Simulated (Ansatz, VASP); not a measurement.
## Sc4Ta: VASP beside Ansatz

```
CELL_PARAMETERS angstrom
4.87762 0.00000 0.00000
0.00000 4.87762 0.00000
0.00000 0.00000 4.87762
ATOMIC_POSITIONS crystal
Sc 0.00000 0.50000 0.50000
Sc 0.50000 0.00000 0.50000
Sc 0.50000 0.50000 0.00000
Sc 0.50000 0.50000 0.50000
Ta 0.00000 0.00000 0.00000
```

Alike in both runs: functional PBE; k mesh 8 × 8 × 8; occupations gaussian, width 0.1 eV; no spin polarisation.

Ansatz relaxed the structure, and its values are those at the end. VASP's run is a single point on that final structure, the one shown.

|  | VASP | Ansatz |
| --- | --- | --- |
| version | VASP 6.6.1 | Ansatz 0.2.0 |
| potentials or method | VASP PAW PBE potentials, release 64 (Sc_sv, Ta_pv), cutoff 520 eV | scalar-relativistic, plane waves, PAW |
| valence electrons in the cell | 55 | 57 |

Ansatz gave:

| Property | Result |
| --- | --- |
| gap on the k mesh at the Fermi level (eV) | none |
| pressure (GPa) | 0.0 |

Which values does VASP return?

gap on the k mesh at the Fermi level (eV): none; pressure (GPa): 0.2.

A gap of «none» marks a metal or a gap that the smearing closes. VASP's potentials hold 55 valence electrons a cell and Ansatz's 57, so a difference there can come from the potentials and not from the codes.

Neither program's run includes spin-orbit coupling.
